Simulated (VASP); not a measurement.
## Bi: single point with PBEsol

The system is Bi.

```xyz
2
Lattice="0.0000 3.6329 3.6329 3.6329 0.0000 3.6329 3.6329 3.6329 0.0000" Properties=species:S:1:pos:R:3 pbc="T T T"
Bi    0.9082    0.9082    0.9082
Bi    6.3576    6.3576    6.3576
```

This isn't the form of Bi at room conditions, which is rhombohedral.

```yaml
Program: VASP 6.6.1
Task: single point
Functional: PBEsol
Potentials_or_basis: VASP PAW PBE potentials, release 64 (Bi_d)
Cutoff: 520 eV
k_mesh: 9 × 9 × 9
Occupations: fermi-dirac, width 0.1 eV
Spin: no spin polarisation
Dipole_correction: no
Further_INCAR_settings: ALGO = Normal; EDIFF = 1e-06; NBANDS = 22
```

```
Pressure               : -1.2 GPa
Band gap on the k mesh : zero (bands 15 and 16 overlap by 0.60 eV)
```

Levels at points of the mesh, in eV from the Fermi level:
| k point | band 11 | band 12 | band 13 | band 14 | band 15 | band 16 | band 17 | band 18 | band 19 | band 20 |
| --- | --- | --- | --- | --- | --- | --- | --- | --- | --- | --- |
| (0.00, 0.00, 0.00) | -12.40 | -7.82 | -1.25 | -1.25 | -1.25 | 0.92 | 0.92 | 0.92 | 3.24 | 6.98 |

Run time: 92 s on 1 thread of Intel Xeon 8259CL, with other jobs on the host, peak memory 0.25 GiB.

Caveat: the PAW data sets were made with another functional, which shifts forces and pressure a little; spin-orbit coupling is left out, which moves the levels of the heavy elements.
